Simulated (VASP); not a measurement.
# Si2Ni: single point with r2SCAN

The system is Si2Ni.

```
Ni Si
1.0
     0.00000    2.75601    2.75601
     2.75601    0.00000    2.75601
     2.75601    2.75601    0.00000
Ni Si
1 2
Direct
  0.00000 0.00000 0.00000
  0.75000 0.75000 0.75000
  0.25000 0.25000 0.25000
```

```json
{
 "Program": "VASP 6.6.1",
 "Task": "single point",
 "Functional": "r2SCAN",
 "Potentials or basis": "VASP PAW PBE potentials, release 64 (Ni, Si)",
 "Cutoff": "520 eV",
 "k mesh": "9 × 9 × 9",
 "Occupations": "fermi-dirac, width 0.05 eV",
 "Spin": "collinear spin, ferromagnetic start",
 "Starting moments": "[1.0, 0.0, 0.0] μB",
 "Dipole correction": "no",
 "Further INCAR settings": "ALGO = Normal; EDIFF = 1e-07; NBANDS = 20"
}
```

```
Pressure                                              : -9.1 GPa
Band gap on the k mesh                                : zero (filled and empty bands overlap)
Net moment                                            : 0.00 μB per cell
Valence electrons inside the program's atomic spheres : Ni 9.73; Si 1.56
```

Levels at points of the mesh, in eV from the Fermi level:
Spin up:
```csv
k point,band 7,band 8,band 9,band 10,band 11,band 12
"(0.00, 0.00, 0.00)",-0.44,1.66,1.66,1.66,2.42,2.42
```
Spin down:
```
           k point  band 5  band 6  band 7  band 8  band 9  band 10  band 11  band 12  band 13  band 14
(0.00, 0.00, 0.00)   -3.42   -3.42   -0.44    1.66    1.66     1.66     2.42     2.42     2.42     4.97
```

Wall time 5.8 min on 1 thread of Intel(R) Xeon(R) Platinum 8375C CPU @ 2.90GHz (Ice Lake), with other jobs on the host, peak memory 0.22 GiB.

Caveat: the PAW data sets were made with another functional, which shifts forces and pressure a little.
